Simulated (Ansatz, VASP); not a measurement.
**Two plane-wave programs on ZrN**

```
Zr N
1.0
     0.00000    2.29789    2.29789
     2.29789    0.00000    2.29789
     2.29789    2.29789    0.00000
Zr N
1 1
Direct
  0.00000 0.00000 0.00000
  0.50000 0.50000 0.50000
```

Alike in both runs: functional PBE; k mesh 20 × 20 × 20; occupations fermi-dirac, width 0.15 eV; no spin polarisation.

Ansatz relaxed the structure, and its values are those at the end. VASP's run is a single point on that final structure, the one shown.

|  | VASP | Ansatz |
| --- | --- | --- |
| version | VASP 6.6.1 | Ansatz 0.2.0 |
| potentials or method | VASP PAW PBE potentials, release 64 (Zr_sv, N), cutoff 600 eV | scalar-relativistic, plane waves, PAW |
| valence electrons in the cell | 17 | 17 |

Ansatz gave:

```
gap on the k mesh at the Fermi level (eV) : none
pressure (GPa)                            : 0.0
```

Task: Which values does VASP return?

Result: gap on the k mesh at the Fermi level (eV): none; pressure (GPa): 0.1.

A gap of «none» marks a metal or a gap that the smearing closes.
